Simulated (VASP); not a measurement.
Runs of VASP 6.6.1 on ZrS. The structure is that of space group I4/mmm (No. 139), or close to it. The cells are those of the table. 

```csv
cell,gap on the mesh (eV),pressure (GPa)
"a = 3.724, b = 3.724, c = 4.009 Å, angles 57.4, 57.4, 65.1°, 2 atoms",none,-4.8
"a = 3.864, b = 3.864, c = 3.712 Å, angles 61.3, 61.3, 57.4°, 2 atoms",none,(b)
"a = 3.715, b = 3.715, c = 3.861 Å, angles 58.7, 58.7, 62.6°, 2 atoms",none,-8.1
"a = 3.645, b = 3.645, c = 3.861 Å, angles 58.0, 58.0, 64.0°, 2 atoms",none,0.3
"a = 3.639, b = 3.639, c = 3.712 Å, angles 59.3, 59.3, 61.3°, 2 atoms",none,-0.2
"a = 3.715, b = 3.715, c = 3.564 Å, angles 61.3, 61.3, 57.3°, 2 atoms",none,1.8
"a = 3.787, b = 3.787, c = 3.861 Å, angles 59.4, 59.4, 61.3°, 2 atoms",none,-13.5
"a = 3.793, b = 3.793, c = 3.564 Å, angles 62.0, 62.0, 56.0°, 2 atoms",none,(a)
```

Alike in all rows: task single point; level PBEsol; potentials or basis VASP PAW PBE potentials, release 64 (Zr_sv, S); no spin polarisation; k mesh 16 × 16 × 16; cutoff (eV) 520; smearing gaussian 0.15 eV.

Task: Fill in the values left out.

Result: (a) -1.1; (b) -12.2.

Caveats: the PAW data sets were made with another functional, which shifts forces and pressure a little; the cell stands under tension (at least some runs).

A k mesh can miss the band edges, and the runs leave out spin-orbit coupling on Zr.

A gap of «none» marks levels without a gap at the run's occupations.
